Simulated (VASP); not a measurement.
Write the native input for VASP 6.6.1 that does the following.

```
Task                   : single point
Functional             : PBEsol
Potentials or basis    : VASP PAW PBE potentials, release 64 (C)
Cutoff                 : 520 eV
k mesh                 : 21 × 21 × 6
Occupations            : gaussian, width 0.15 eV
Spin                   : no spin polarisation
Dipole correction      : no
Further INCAR settings : ALGO = Normal; EDIFF = 1e-07; NBANDS = 16
```

The structure of C lies in POSCAR:

```
C
1.0
    1.2492273829     -2.2219503640      0.0000000000
    1.2492273829      2.2219503640      0.0000000000
    0.0000000000      0.0000000000      7.6996204469
C
4
Direct
    0.0833216498      0.9166783502      0.7498439858
    0.5833216498      0.4166783502      0.2501560142
    0.9166783502      0.0833216498      0.2501560142
    0.4166783502      0.5833216498      0.7498439858
```

The input as run:

INCAR

```
SYSTEM = C
PREC = Accurate
ENCUT = 520
EDIFF = 1E-7
ISMEAR = 0
SIGMA = 0.15
LREAL = .False.
LASPH = .True.
NELM = 100
ALGO = Normal
ISIF = 2
LWAVE = .False.
LCHARG = .False.
GGA = PS
NBANDS = 16
```

KPOINTS

```
regular mesh
0
Gamma
  21 21 6
  0 0 0
```

Potentials or basis: VASP PAW PBE potentials, release 64 (C).

Launch:

```bash
$ cat potpaw_PBE.64/C/POTCAR > POTCAR
$ mpirun -np 1 vasp_std > vasp.out
```

It gave:

```json
{
  "Pressure": "-18.3 GPa",
  "Largest force": "0.125 eV/Å"
}
```

Caveat: the cell stands under tension; this functional lacks dispersion, which binds the layers, so the pressure and a relaxed spacing across them are unreliable; the PAW data sets were made with another functional, which shifts forces and pressure a little.

Wall time 4.5 min on 1 thread of Intel(R) Xeon(R) Platinum 8259CL CPU @ 2.50GHz (Skylake/Cascade Lake) (shared host), peak memory 0.33 GiB.
